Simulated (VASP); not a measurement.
The system is Ir.

```
Ir
1.0
     0.00000    1.92000    1.92000
     1.92000    0.00000    1.92000
     1.92000    1.92000    0.00000
Ir
1
Cartesian
  0.0000 0.0000 0.0000
```

Base run:

```yaml
Program: VASP 6.6.1
Functional: LDA
Potentials_or_basis: VASP PAW LDA potentials, release 64 (Ir_sv_GW)
Cutoff: 500 eV
k_mesh: 18 × 18 × 18
Occupations: gaussian, width 0.05 eV
Spin: no spin polarisation
```

Its results: pressure -10.5 GPa.

Question: The run is repeated on the same cell with these changes: potentials or basis from VASP PAW LDA potentials, release 64 (Ir_sv_GW) to VASP PAW LDA potentials, release 64 (Ir); cutoff from 500 eV to 520 eV; further incar settings from ALGO = Normal; EDIFF = 1e-06; NBANDS = 14 to ALGO = Normal; EDIFF = 1e-06; NBANDS = 10; valence electrons from 17 to 9. What comes out?

Answer: Pressure -6.4 GPa.
